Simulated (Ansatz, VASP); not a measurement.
Two plane-wave programs on ZnSe

Contents of INCAR:

```
SYSTEM = ZnSe
PREC = Accurate
ENCUT = 520
EDIFF = 1E-6
ISMEAR = 0
SIGMA = 0.05
LREAL = .False.
LASPH = .True.
NELM = 100
ALGO = Normal
ISIF = 2
LWAVE = .False.
LCHARG = .False.
GGA = PE
NBANDS = 16
```

The input KPOINTS:

```
Automatic mesh
0
Gamma
  10 10 10
  0 0 0
```

The input POSCAR:

```
ZnSe
1.0
    0.0000000000      2.9407092868      2.7135824368
    2.7135824368      0.0000000000      2.7135824368
    2.7135824368      2.9407092868      0.0000000000
Zn Se
1 1
Direct
    0.0000000000      0.0000000000      0.0000000000
    0.7500000000      0.7500000000      0.7500000000
```

Input for Ansatz:

```yaml
crystal:
  lattice:
    - [0.0, 2.9407092868, 2.7135824368]
    - [2.7135824368, 0.0, 2.7135824368]
    - [2.7135824368, 2.9407092868, 0.0]
  atoms:
    - { symbol: Zn, position: [0.0, 0.0, 0.0] }
    - { symbol: Se, position: [0.75, 0.75, 0.75] }
basis:
  ecutwfc: 520.0
kpoints:
  mp_grid: { grid: [10, 10, 10] }
hamiltonian:
  xc: pbe
  pseudopotentials: { kind: paw, azcp: { folder: soft_1 } }
scf:
  occupations: { method: gaussian, width: 0.05 }
output:
  forces: true
  stress: true
  eigenvalues: true
```

Alike in both runs: task single point; functional PBE; k mesh 10 × 10 × 10; occupations gaussian, width 0.05 eV; no spin polarisation.

|  | VASP | Ansatz |
| --- | --- | --- |
| version | VASP 6.6.1 | Ansatz 0.2.0 |
| potentials or method | VASP PAW PBE potentials, release 64 (Zn, Se), cutoff 520 eV | scalar-relativistic, plane waves, PAW |
| valence electrons in the cell | 18 | 28 |

VASP gave:

| Quantity | Value |
| --- | --- |
| gap on the k mesh at the Fermi level (eV) | 1.35 |
| least direct gap on the mesh (eV) | 1.35 |
| pressure (GPa) | 5.9 |
| traceless stress, the component that is largest in VASP (GPa) | -2.04 |

Task: What did Ansatz give for the same quantities?

Result: gap on the k mesh at the Fermi level (eV): 1.34; least direct gap on the mesh (eV): 1.34; pressure (GPa): 5.6; traceless stress, the component that is largest in VASP (GPa): -2.06.

With one functional, cell and mesh, what is left measures potentials, basis and numerics. VASP's potentials hold 18 valence electrons a cell and Ansatz's 28, so a difference there can come from the potentials and not from the codes.
